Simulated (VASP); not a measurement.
# Sn3Se (Fm-3m) in VASP: further runs

The runs below take Sn3Se through single point, with r2SCAN-based global hybrid with 35 % exact exchange, HSE06.

Everything below comes from runs of VASP 6.6.1. Logs are shortened: lines on timing, memory, paths and dates and some standing lists are left out, and cuts for length are marked.

## (1) The cell of the first run

It takes space group Fm-3m (No. 225, cubic). The conventional cell has a = 7.466 Å, b = 7.466 Å, c = 7.466 Å, α = 90.00°, β = 90.00°, γ = 90.00°. Within 4.3 Å of Sn (site symmetry m-3m) lie 8 Sn at 3.23 Å and 6 Se at 3.73 Å. Sn (site symmetry -43m) has 10 Sn at 3.23 to 3.73 Å and 4 Se at 3.23 Å within 4.3 Å. Within 4.3 Å of Se (site symmetry m-3m) lie 14 Sn at 3.23 to 3.73 Å.

## (2) Single point, r2SCAN-based global hybrid with 35 % exact exchange

POSCAR reads:

```
Sn3Se
1.0
    0.0000000000      3.7331380000      3.7331380000
    3.7331380000      0.0000000000      3.7331380000
    3.7331380000      3.7331380000      0.0000000000
Sn Se
3 1
Direct
    0.5000000000      0.5000000000      0.5000000000
    0.7500000000      0.7500000000      0.7500000000
    0.2500000000      0.2500000000      0.2500000000
    0.0000000000      0.0000000000      0.0000000000
```

INCAR.step1 reads:

```
SYSTEM = Sn3Se
  PREC = Accurate
  ENCUT = 440
  EDIFF = 1E-5
  ISMEAR = -1
  SIGMA = 0.05
  LREAL = .FALSE.
  LASPH = .TRUE.
  NELM = 120
  ALGO = Normal
  ISIF = 2
  LWAVE = .TRUE.
  LCHARG = .FALSE.
  GGA = PE
  NBANDS = 32
  GGA_COMPAT = .FALSE.
```

INCAR.step2 reads:

```
SYSTEM = Sn3Se
  PREC = Accurate
  ENCUT = 440
  EDIFF = 1E-6
  ISMEAR = -1
  SIGMA = 0.05
  LREAL = .FALSE.
  LASPH = .TRUE.
  NELM = 120
  ALGO = Normal
  ISIF = 2
  LWAVE = .FALSE.
  LCHARG = .FALSE.
  METAGGA = R2SCAN
  LHFCALC = .TRUE.
  AEXX = 0.35
  LMIXTAU = .TRUE.
  PRECFOCK = Normal
  ISTART = 1
  NBANDS = 32
  GGA_COMPAT = .FALSE.
```

KPOINTS reads:

```
Automatic mesh
0
G
  4 4 4
  0 0 0
```

Potentials or basis: VASP PAW PBE potentials, release 64 (Sn_d, Se).

Run with:

```console
> cat potpaw_PBE.64/Sn_d/POTCAR potpaw_PBE.64/Se/POTCAR > POTCAR
> cp INCAR.step1 INCAR
> mpirun -np 1 vasp_std > vasp.out
> cp INCAR.step2 INCAR
> mpirun -np 1 vasp_std > vasp.out
```

OUTCAR:

```text
SYSTEM = Sn3Se
   PREC = Accurate
   ENCUT = 440
   EDIFF = 1E-6
   ISMEAR = -1
   LREAL = .FALSE.
   LASPH = .TRUE.
   NELM = 120
   ISIF = 2
   METAGGA = R2SCAN
   LHFCALC = .TRUE.
   AEXX = 0.35
   PRECFOCK = Normal
   ISTART = 1

 ion  position               nearest neighbor table
   1  0.500  0.500  0.500-   3 3.23   3 3.23   3 3.23   2 3.23   2 3.23   2 3.23   3 3.23   2 3.23

   2  0.750  0.750  0.750-   1 3.23   1 3.23   1 3.23   4 3.23   4 3.23   4 3.23   4 3.23   1 3.23
                             3 3.73   3 3.73   3 3.73   3 3.73   3 3.73   3 3.73
   3  0.250  0.250  0.250-   4 3.23   4 3.23   4 3.23   1 3.23   1 3.23   1 3.23   4 3.23   1 3.23
                             2 3.73   2 3.73   2 3.73   2 3.73   2 3.73   2 3.73
   4  0.000  0.000  0.000-   2 3.23   2 3.23   2 3.23   3 3.23   3 3.23   3 3.23   3 3.23   2 3.23

  LATTYP: Found a face centered cubic cell.
 ALAT       =     7.4662760000

  Lattice vectors:

 A1 = (   0.0000000000,   3.7331380000,   3.7331380000)
 A2 = (   3.7331380000,   0.0000000000,   3.7331380000)
 A3 = (   3.7331380000,   3.7331380000,   0.0000000000)

Analysis of symmetry for initial positions (statically):
=====================================================================
 Subroutine PRICEL returns:
 Original cell was already a primitive cell.

 Routine SETGRP: Setting up the symmetry group for a
 face centered cubic supercell.

 Subroutine GETGRP returns: Found 48 space group operations
 (whereof 48 operations were pure point group operations)
 out of a pool of 48 trial point group operations.

The static configuration has the point symmetry O_h .

Analysis of symmetry for dynamics (positions and initial velocities):
=====================================================================
 Subroutine PRICEL returns:
 Original cell was already a primitive cell.

 Routine SETGRP: Setting up the symmetry group for a
 face centered cubic supercell.

 Subroutine GETGRP returns: Found 48 space group operations
 (whereof 48 operations were pure point group operations)
 out of a pool of 48 trial point group operations.

The dynamic configuration has the point symmetry O_h .

 Subroutine INISYM returns: Found 48 space group operations
 (whereof 48 operations are pure point group operations),
 and found     1 'primitive' translations

[... 84 lines left out ...]
   NSW    =      0    number of steps for IOM
   IBRION =     -1    ionic relax: 0-MD 1-quasi-New 2-CG
   NFREE  =      0    steps in history (QN), initial steepest desc. (CG)
   ISIF   =      2    stress and relaxation
   ISYM   =      3    0-nonsym 1-usesym 2-fastsym
   POTIM  = 0.5000    time-step for ionic-motion
   TEBEG  =    0.0;   TEEND  =   0.0 temperature during run
   PSTRESS=    0.0 pullay stress
   NELECT =      48.0000    total number of electrons
   NUPDOWN=      -1.0000    fix difference up-down
   EMIN   =  10.00;   EMAX   =-10.00  energy-range for DOS
   EFERMI =   0.00;   METHOD = LEGACY
   ISMEAR =    -1;   SIGMA  =   0.05  broadening in eV -4-tet -1-fermi 0-gaus
   EFERMI_NEDOS =   21; number of points for ismear=-14 and -15
   IALGO  =     38    algorithm
   IMIX   =      1    mixing-type and parameters
     AMIX     =   0.40;   BMIX     =  1.00
     AMIX_MAG =   1.60;   BMIX_MAG =  1.00
  volume/ion in A,a.u.               =      26.01       175.55
  Fermi-wavevector in a.u.,A,eV,Ry     =   1.264944  2.390397 21.770445  1.600083
  Thomas-Fermi vector in A             =   2.398223
   LORBIT       =      0    0 simple, 1 ext, 2 COOP (PROOUT), +10 PAW based schemes
   METAGGA = R2SCAN    functional components
   LHFCALC =     T    Hartree Fock is set to
   PRECFOCK=normal    Normal, Fast or Accurate (Low or Medium for compatibility)
   ENCUT4O =  -1.0   cutoff for four orbital integrals eV
   NKREDX  =     1    reduce k-point grid by
   NKREDY  =     1    reduce k-point grid by
   NKREDZ  =     1    reduce k-point grid by
   AEXX    =    0.3500 exact exchange contribution
   HFSCREEN=    0.0000 screening length (either q_TF or 0.3 A-1)
   HFSCREENC=   0.0000 screening length for correlation (either q_TF or 0.3 A-1)
   ENCUTFOCK=  -1.0 apply spherical cutoff to Coloumb kernel
   IVDW    =     0    specifies the selected vdW correction
   LEPSILON=     F    determine dielectric tensor
   LRPA    =     F    only Hartree local field effects (RPA)
 non-spin polarized calculation
  energy-cutoff  :      440.00
  volume of cell :      104.05
 maximum number of plane-waves:      2200
  NGX = 28; NGY = 28; NGZ = 28

 number of electron      48.0000027 magnetization

 Free energy of the ion-electron system (eV)
  ---------------------------------------------------
  ext. energy  EPLUGINS =         0.00000000
  ---------------------------------------------------
  free energy    TOTEN  =       -69.00455839 eV

  energy without entropy =      -68.99146389  energy(sigma->0) =      -68.99801114

 E-fermi :   7.1402     XC(G=0):  -7.6497

 val. band max:        7.1024605228   @ k =  -0.2500   0.2500   0.0000
 cond. band min:       7.7488521154   @ k =   0.5000   0.5000   0.0000
 fundamental gap:      0.6463915925
 Fermi energy:         7.1401866758

 k-point     1 :       0.0000    0.0000    0.0000
  band No.  band energies     occupation
      1     -18.8920      2.00000
      2     -18.8920      2.00000
      3     -18.8647      2.00000
      4     -18.8647      2.00000
      5     -18.8647      2.00000
      6     -18.8467      2.00000
[... 269 lines left out ...]
     31      13.1394      0.00000
     32      16.5969      0.00000

------------------------ aborting loop because EDIFF is reached ----------------------------------------

  FORCE on cell =-STRESS in cart. coord.  units (eV):
  Direction    XX          YY          ZZ          XY          YZ          ZX
  --------------------------------------------------------------------------------------
  -------------------------------------------------------------------------------------
  Total       -2.4788234     -2.4788234     -2.4788234     -0.0000000     -0.0000000      0.0000000
  in kB      -38.1684072    -38.1684072    -38.1684072     -0.0000000     -0.0000000      0.0000000
  external PRESSURE =     -38.1684072 kB  Pullay stress =       0.0000000 kB

 VOLUME and BASIS-vectors are now :
 -----------------------------------------------------------------------------
  energy-cutoff  :      440.00
  volume of cell :      104.05
      direct lattice vectors                 reciprocal lattice vectors
     0.000000000  3.733138000  3.733138000    -0.133935579  0.133935579  0.133935579
     3.733138000  0.000000000  3.733138000     0.133935579 -0.133935579  0.133935579
     3.733138000  3.733138000  0.000000000     0.133935579  0.133935579 -0.133935579

 POSITION                                       TOTAL-FORCE (eV/Angst)
 -----------------------------------------------------------------------------------
      3.73314      3.73314      3.73314         0.000000      0.000000      0.000000
      5.59971      5.59971      5.59971         0.000000      0.000000      0.000000
      1.86657      1.86657      1.86657        -0.000000     -0.000000     -0.000000
      0.00000      0.00000      0.00000         0.000000      0.000000      0.000000
 -----------------------------------------------------------------------------------
    total drift:                                0.000002      0.000012      0.000009

  FREE ENERGIE OF THE ION-ELECTRON SYSTEM (eV)
  ---------------------------------------------------
  free  energy   TOTEN  =       -69.0045583949 eV

  energy  without entropy=      -68.9914638917  energy(sigma->0) =      -68.99801114
```

OUTCAR.step1:

```text
SYSTEM = Sn3Se
   PREC = Accurate
   ENCUT = 440
   EDIFF = 1E-5
   ISMEAR = -1
   LREAL = .FALSE.
[... 492 lines left out ...]
      5.59971      5.59971      5.59971        -0.000000      0.000000     -0.000000
      1.86657      1.86657      1.86657         0.000000     -0.000000      0.000000
      0.00000      0.00000      0.00000         0.000000     -0.000000      0.000000
 -----------------------------------------------------------------------------------
    total drift:                                0.000000      0.000000      0.000000

  FREE ENERGIE OF THE ION-ELECTRON SYSTEM (eV)
  ---------------------------------------------------
  free  energy   TOTEN  =       -14.7436832899 eV

  energy  without entropy=      -14.7049470005  energy(sigma->0) =      -14.72431515
```

Run time: 72 min. Hardware: 1 thread of Intel Xeon Platinum 8259CL at 2.50GHz (Skylake/Cascade Lake), shared host; peak memory 0.26 GiB.

What came out:

```
Free energy            : -69.0046 eV
Pressure               : -3.8 GPa
Band gap on the k mesh : zero (bands 24 and 25 overlap by 3.05 eV)
```

Levels at points of the mesh, in eV from the Fermi level:
```tsv
k point	band 21	band 22	band 23	band 24	band 25	band 26	band 27	band 28
(0.00, 0.00, 0.00)	-4.21	-3.47	-1.88	-1.88	-1.88	-1.34	-1.34	-1.34
(0.50, 0.00, 0.00)	-4.85	-3.26	-3.26	-1.64	0.96	2.92	2.92	4.65
(0.50, 0.50, 0.00)	-6.58	-1.05	0.61	0.61	1.84	3.67	3.67	4.44
```

Caveat: the k points lie up to 0.36 Å⁻¹ apart, too coarse for converged energies and pressures of a metal; the PAW data sets were made with another functional, which shifts forces and pressure a little; spin-orbit coupling is left out, which moves the levels of the heavy elements.

## (3) Single point, HSE06

This run uses another cell than the first one, of 24.62 Å³/atom.

POSCAR reads:

```
Sn3Se
1.0
    0.0000000000      3.6652839924      3.6652839924
    3.6652839924      0.0000000000      3.6652839924
    3.6652839924      3.6652839924      0.0000000000
Sn Se
3 1
Direct
    0.5000000000      0.5000000000      0.5000000000
    0.7500000000      0.7500000000      0.7500000000
    0.2500000000      0.2500000000      0.2500000000
    0.0000000000      0.0000000000      0.0000000000
```

INCAR.step1 reads:

```
SYSTEM = Sn3Se
PREC     = Accurate       ! precision mode
ENCUT    = 520            ! plane-wave cutoff, eV
EDIFF    = 1E-5           ! SCF threshold, eV
ISMEAR   = -1             ! smearing method
SIGMA    = 0.05           ! smearing width, eV
LREAL    = .FALSE.        ! projectors in reciprocal space
LASPH    = .TRUE.         ! aspherical terms in the spheres
NELM     = 100            ! most SCF steps
ALGO     = Normal         ! electronic algorithm
ISIF     = 2              ! what is computed and relaxed
LWAVE    = .TRUE.         ! write WAVECAR
LCHARG   = .FALSE.        ! write CHGCAR
GGA      = PE             ! functional
NBANDS   = 32             ! bands
KPAR     = 4
```

INCAR.step2 reads:

```
SYSTEM = Sn3Se
PREC     = Accurate       ! precision mode
ENCUT    = 520            ! plane-wave cutoff, eV
EDIFF    = 1E-6           ! SCF threshold, eV
ISMEAR   = -1             ! smearing method
SIGMA    = 0.05           ! smearing width, eV
LREAL    = .FALSE.        ! projectors in reciprocal space
LASPH    = .TRUE.         ! aspherical terms in the spheres
NELM     = 100            ! most SCF steps
ALGO     = Normal         ! electronic algorithm
ISIF     = 2              ! what is computed and relaxed
LWAVE    = .FALSE.        ! write WAVECAR
LCHARG   = .FALSE.        ! write CHGCAR
GGA      = PE             ! functional
LHFCALC  = .TRUE.         ! exact exchange
HFSCREEN = 0.2079         ! screening, 1/A
PRECFOCK = Normal       
ISTART   = 1            
NBANDS   = 32             ! bands
KPAR     = 4
```

KPOINTS reads:

```
regular mesh
0
G
  4 4 4
  0 0 0
```

Potentials or basis: VASP PAW PBE potentials, release 64 (Sn_d, Se).

Run with:

```console
> cat potpaw_PBE.64/Sn_d/POTCAR potpaw_PBE.64/Se/POTCAR > POTCAR
> cp INCAR.step1 INCAR
> mpirun -np 4 vasp_std > vasp.out
> cp INCAR.step2 INCAR
> mpirun -np 4 vasp_std > vasp.out
```

Wall time 36 min (4 MPI ranks of Oxide Virtual Turin-like, shared host); peak memory 0.36 GiB.

It converged, with:

* Free energy: -17.3280 eV
* Pressure: 0.0 GPa
* Band gap on the k mesh: zero (bands 24 and 25 overlap by 2.55 eV)

Levels at points of the mesh, in eV from the Fermi level:
```tsv
k point	band 20	band 21	band 22	band 23	band 24	band 25	band 26	band 27	band 28	band 29
(0.00, 0.00, 0.00)	-3.77	-3.77	-2.86	-1.79	-1.79	-1.79	-1.00	-1.00	-1.00	4.16
(0.50, 0.00, 0.00)	-4.36	-4.36	-2.88	-2.88	-1.14	0.47	2.24	2.24	3.76	3.76
(0.50, 0.50, 0.00)	-6.06	-6.06	-0.54	0.26	0.26	1.23	3.01	3.01	3.77	4.71
```

Caveat: the k points lie up to 0.37 Å⁻¹ apart, too coarse for converged energies and pressures of a metal; the PAW data sets were made with another functional, which shifts forces and pressure a little; spin-orbit coupling is left out, which moves the levels of the heavy elements.

The gap in the log of VASP goes by the Fermi energy; the results here count the filled bands.